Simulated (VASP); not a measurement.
# MgO (P6_3mc) in VASP: further runs, part 3 of 4

VASP 6.6.1. The steps go on from the part before.

## (4) Single point, PBE (c/a of the conventional cell at fixed volume 1.3389)

The input, INCAR:

```
PREC = Accurate
ENCUT = 520
EDIFF = 1E-7
ISMEAR = 0
SIGMA = 0.05
LREAL = F
LASPH = T
NELM = 80
ALGO = Normal
ISIF = 2
LWAVE = F
LCHARG = T
GGA = PE
LELF = T
LVHAR = T
NBANDS = 16
```

The input, KPOINTS:

```
regular mesh
0
Gamma
  9 9 6
```

The input, POSCAR:

```
MgO
1.0
    3.4772157108      0.0000000000      0.0000000000
   -1.7386078554      3.0113571399      0.0000000000
    0.0000000000      0.0000000000      4.6556441151
Mg O
2 2
Direct
    0.3333333333      0.6666666667      0.0160814757
    0.6666666667      0.3333333333      0.5160814757
    0.3333333333      0.6666666667      0.3982811987
    0.6666666667      0.3333333333      0.8982811987
```

Potentials or basis: VASP PAW PBE potentials, release 64 (Mg, O).

Run with:

```console
> cat potpaw_PBE.64/Mg/POTCAR potpaw_PBE.64/O/POTCAR > POTCAR
> mpirun -np 1 vasp_std > vasp.out
```

OUTCAR:

```text
PREC = Accurate
   ENCUT = 520
   EDIFF = 1E-7
   ISMEAR = 0
   LREAL = F
   LASPH = T
   NELM = 80
   ISIF = 2
   GGA = PE

 ion  position               nearest neighbor table
   1  0.333  0.667  0.016-   3 1.78   4 2.08   4 2.08   4 2.08   2 3.07   2 3.07   2 3.07   2 3.07
                             2 3.07   2 3.07
   2  0.667  0.333  0.516-   4 1.78   3 2.08   3 2.08   3 2.08   1 3.07   1 3.07   1 3.07   1 3.07
                             1 3.07   1 3.07
   3  0.333  0.667  0.398-   1 1.78   2 2.08   2 2.08   2 2.08
   4  0.667  0.333  0.898-   2 1.78   1 2.08   1 2.08   1 2.08

  LATTYP: Found a hexagonal cell.
 ALAT       =     3.4772157108
 C/A-ratio  =     1.3389000000

  Lattice vectors:

 A1 = (   3.4772157108,   0.0000000000,   0.0000000000)
 A2 = (  -1.7386078554,   3.0113571399,   0.0000000000)
 A3 = (   0.0000000000,   0.0000000000,   4.6556441151)

Analysis of symmetry for initial positions (statically):
=====================================================================
 Subroutine PRICEL returns:
 Original cell was already a primitive cell.

 Routine SETGRP: Setting up the symmetry group for a
 hexagonal supercell.

 Subroutine GETGRP returns: Found 12 space group operations
 (whereof  6 operations were pure point group operations)
 out of a pool of 24 trial point group operations.

The static configuration has the point symmetry C_3v.
 The point group associated with its full space group is C_6v.

Analysis of symmetry for dynamics (positions and initial velocities):
=====================================================================
 Subroutine PRICEL returns:
 Original cell was already a primitive cell.

 Routine SETGRP: Setting up the symmetry group for a
 hexagonal supercell.

 Subroutine GETGRP returns: Found 12 space group operations
 (whereof  6 operations were pure point group operations)
 out of a pool of 24 trial point group operations.

The dynamic configuration has the point symmetry C_3v.
 The point group associated with its full space group is C_6v.

 Subroutine INISYM returns: Found 12 space group operations
 (whereof  6 operations are pure point group operations),
 and found     1 'primitive' translations

----------------------------------------------------------------------------------------

                                     Primitive cell

  volume of cell :      48.7499

  direct lattice vectors                    reciprocal lattice vectors
     3.477215711  0.000000000  0.000000000     0.287586415  0.166038094  0.000000000
    -1.738607855  3.011357140  0.000000000     0.000000000  0.332076188  0.000000000
     0.000000000  0.000000000  4.655644115     0.000000000  0.000000000  0.214793050

  length of vectors
     3.477215711  3.477215711  4.655644115     0.332076188  0.332076188  0.214793050

  position of ions in fractional coordinates (direct lattice)
     0.333333333  0.666666667  0.016081476
     0.666666667  0.333333333  0.516081476
     0.333333333  0.666666667  0.398281199
     0.666666667  0.333333333  0.898281199

  ion indices of the primitive-cell ions
   primitive index   ion index
                 1           1
                 2           2
                 3           3
[... 29 lines left out ...]
            Coordinates               Weight
  0.000000  0.000000  0.000000      1.000000
  0.111111 -0.000000  0.000000      6.000000
  0.222222  0.000000  0.000000      6.000000
  0.333333  0.000000  0.000000      6.000000
  0.444444  0.000000  0.000000      6.000000
  0.111111  0.111111  0.000000      6.000000
[... 16 lines left out ...]
  0.333333  0.222222  0.166667     24.000000
  0.333333  0.333333  0.166667      4.000000
 [... further k-points ...]
   k-points           NKPTS =     48   k-points in BZ     NKDIM =     48   number of bands    NBANDS=     16
   number of dos      NEDOS =    301   number of ions     NIONS =      4
   total plane-waves  NPLWV =  28224
   dimension x,y,z NGX =    28 NGY =   28 NGZ =   36
   dimension x,y,z NGXF=    56 NGYF=   56 NGZF=   72
   ions per type =               2   2
   NGX,Y,Z   is equivalent  to a cutoff of  13.39, 13.39, 12.86 a.u.
   NGXF,Y,Z  is equivalent  to a cutoff of  26.77, 26.77, 25.71 a.u.
 SYSTEM =  unknown system
   PREC   = accura    normal or accurate (medium, high low for compatibility)
   ISTART =      0    job   : 0-new  1-cont  2-samecut
   ICHARG =      2    charge: 1-file 2-atom 10-const
   ISPIN  =      1    spin polarized calculation?
   LNONCOLLINEAR =      F non collinear calculations
   LSORBIT =      F    spin-orbit coupling
   LASPH  =      T    aspherical Exc in radial PAW
   ENCUT  =  520.0 eV  38.22 Ry    6.18 a.u.   6.47  6.47  8.66*2*pi/ulx,y,z
   NELM   =     80;   NELMIN=  2; NELMDL= -5     # of ELM steps
   EDIFF  = 0.1E-06   stopping-criterion for ELM
   LREAL  =      F    real-space projection
   EDIFFG = 0.1E-05   stopping-criterion for IOM
   NSW    =      0    number of steps for IOM
   IBRION =     -1    ionic relax: 0-MD 1-quasi-New 2-CG
   NFREE  =      0    steps in history (QN), initial steepest desc. (CG)
   ISIF   =      2    stress and relaxation
   ISYM   =      2    0-nonsym 1-usesym 2-fastsym
   POTIM  = 0.5000    time-step for ionic-motion
   TEBEG  =    0.0;   TEEND  =   0.0 temperature during run
   PSTRESS=    0.0 pullay stress
   NELECT =      16.0000    total number of electrons
   NUPDOWN=      -1.0000    fix difference up-down
   EMIN   =  10.00;   EMAX   =-10.00  energy-range for DOS
   EFERMI =   0.00;   METHOD = LEGACY
   ISMEAR =     0;   SIGMA  =   0.05  broadening in eV -4-tet -1-fermi 0-gaus
   EFERMI_NEDOS =   21; number of points for ismear=-14 and -15
   IALGO  =     38    algorithm
   IMIX   =      4    mixing-type and parameters
     AMIX     =   0.40;   BMIX     =  1.00
     AMIX_MAG =   1.60;   BMIX_MAG =  1.00
  volume/ion in A,a.u.               =      12.19        82.25
  Fermi-wavevector in a.u.,A,eV,Ry     =   1.129250  2.133974 17.350238  1.275207
  Thomas-Fermi vector in A             =   2.265943
   LORBIT       =      0    0 simple, 1 ext, 2 COOP (PROOUT), +10 PAW based schemes
   GGA     = PE    functional components
   LHFCALC =     F    Hartree Fock is set to
   AEXX    =    0.0000 exact exchange contribution
   IVDW    =     0    specifies the selected vdW correction
   LEPSILON=     F    determine dielectric tensor
   LRPA    =     F    only Hartree local field effects (RPA)
 non-spin polarized calculation
 Gauss-broadening in eV      SIGMA  =   0.05
  energy-cutoff  :      520.00
  volume of cell :       48.75
 maximum number of plane-waves:      1338
 NGX is ok and might be reduce to    28
   NGX = 13   NGY = 13   NGZ = 17

 number of electron      15.9999997 magnetization

 Free energy of the ion-electron system (eV)
  ---------------------------------------------------
  ext. energy  EPLUGINS =         0.00000000
  ---------------------------------------------------
  free energy    TOTEN  =       -22.87846215 eV

  energy without entropy =      -22.87846215  energy(sigma->0) =      -22.87846215

 E-fermi :   1.1725     XC(G=0):  -9.5800

 val. band max:        0.9759477916   @ k =   0.0000   0.0000   0.0000
 cond. band min:       4.2268733504   @ k =   0.0000   0.0000   0.0000
 fundamental gap:      3.2509255588
 Fermi energy:         1.1724813934

 k-point     1 :       0.0000    0.0000    0.0000
  band No.  band energies     occupation
      1     -15.2265      2.00000
      2     -14.2952      2.00000
      3      -1.9603      2.00000
      4       0.0262      2.00000
      5       0.0262      2.00000
      6       0.5434      2.00000
[... 433 lines left out ...]
      3      -1.7076      2.00000
      4      -1.2537      2.00000
      5      -1.2537      2.00000
      6      -0.1308      2.00000
[... 8 lines left out ...]
     15      14.6124      0.00000
     16      17.1496      0.00000

 [... further k-points ...]

------------------------ aborting loop because EDIFF is reached ----------------------------------------

  FORCE on cell =-STRESS in cart. coord.  units (eV):
  Direction    XX          YY          ZZ          XY          YZ          ZX
  --------------------------------------------------------------------------------------
  -------------------------------------------------------------------------------------
  Total       -2.7402369     -2.7402369      9.7089055      0.0000000      0.0000000     -0.0000000
  in kB      -90.0585647    -90.0585647    319.0855835      0.0000000      0.0000000     -0.0000000
  external PRESSURE =      46.3228181 kB  Pullay stress =       0.0000000 kB

 VOLUME and BASIS-vectors are now :
 -----------------------------------------------------------------------------
  energy-cutoff  :      520.00
  volume of cell :       48.75
      direct lattice vectors                 reciprocal lattice vectors
     3.477215711  0.000000000  0.000000000     0.287586415  0.166038094  0.000000000
    -1.738607855  3.011357140  0.000000000     0.000000000  0.332076188  0.000000000
     0.000000000  0.000000000  4.655644115     0.000000000  0.000000000  0.214793050

 POSITION                                       TOTAL-FORCE (eV/Angst)
 -----------------------------------------------------------------------------------
     -0.00000      2.00757      0.07487         0.000000     -0.000000     -2.968724
      1.73861      1.00379      2.40269        -0.000000     -0.000000     -2.968724
     -0.00000      2.00757      1.85426         0.000000     -0.000000      2.968724
      1.73861      1.00379      4.18208        -0.000000      0.000000      2.968724
 -----------------------------------------------------------------------------------
    total drift:                               -0.000000      0.000000     -0.000678

  FREE ENERGIE OF THE ION-ELECTRON SYSTEM (eV)
  ---------------------------------------------------
  free  energy   TOTEN  =       -22.8784621488 eV

  energy  without entropy=      -22.8784621488  energy(sigma->0) =      -22.87846215
```

OSZICAR:

```text
N       E                     dE             d eps       ncg     rms          rms(c)
DAV:   1     0.621433802777E+02    0.62143E+02   -0.74411E+03  1544   0.877E+02
DAV:   2    -0.232794281982E+02   -0.85423E+02   -0.78242E+02  2152   0.196E+02
DAV:   3    -0.273987896258E+02   -0.41194E+01   -0.41095E+01  1680   0.446E+01
DAV:   4    -0.274165484259E+02   -0.17759E-01   -0.17758E-01  1912   0.343E+00
DAV:   5    -0.274166409648E+02   -0.92539E-04   -0.92539E-04  1712   0.237E-01    0.120E+01
DAV:   6    -0.229636476338E+02    0.44530E+01   -0.12836E+01  1568   0.268E+01    0.400E+00
DAV:   7    -0.228955895305E+02    0.68058E-01   -0.18262E-01  1544   0.344E+00    0.224E+00
DAV:   8    -0.228801308071E+02    0.15459E-01   -0.11656E-01  1664   0.359E+00    0.515E-01
DAV:   9    -0.228773996117E+02    0.27312E-02   -0.94518E-03  1832   0.867E-01    0.136E-01
DAV:  10    -0.228784133788E+02   -0.10138E-02   -0.11002E-03  1568   0.282E-01    0.353E-02
DAV:  11    -0.228784537863E+02   -0.40407E-04   -0.10187E-04  1680   0.907E-02    0.160E-02
DAV:  12    -0.228784636887E+02   -0.99024E-05   -0.33549E-05  1576   0.453E-02    0.147E-02
DAV:  13    -0.228784623433E+02    0.13453E-05   -0.36422E-06  1632   0.177E-02    0.460E-03
DAV:  14    -0.228784621422E+02    0.20118E-06   -0.70480E-07  1616   0.678E-03    0.687E-04
DAV:  15    -0.228784621488E+02   -0.66871E-08   -0.51760E-08   992   0.151E-03
   1 F= -.22878462E+02 E0= -.22878462E+02  d E =-.116844E-10
```

stdout:

```text
POSCAR found type information on POSCAR MgO
 POSCAR found :  2 types and       4 ions
 scaLAPACK will be used
 LDA part: xc-table for (Slater+PW92), standard interpolation
 POSCAR, INCAR and KPOINTS ok, starting setup
 FFT: planning ... GRIDC
 FFT: planning ... GRID_SOFT
 FFT: planning ... GRID
 WAVECAR not read
 entering main loop
```

Run time: 20 s. Hardware: 1 thread of Intel Xeon 6975P-C (Granite Rapids), shared host; peak memory 0.18 GiB.

What came out:

```
Free energy            : -22.8785 eV
Pressure               : 4.6 GPa
Largest force          : 2.969 eV/Å
Band gap on the k mesh : 3.25 eV, direct
```

Forces on the atoms (eV/Å):
```
Mg   0.000  0.000 -2.969
Mg   0.000  0.000 -2.969
O    0.000  0.000  2.969
O    0.000  0.000  2.969
```

Caveat: forces of over 1 eV/Å act on the atoms, so gaps and moduli don't describe the material at rest. A k mesh can miss the band edges.

(Part 3 of 4 ends here.)
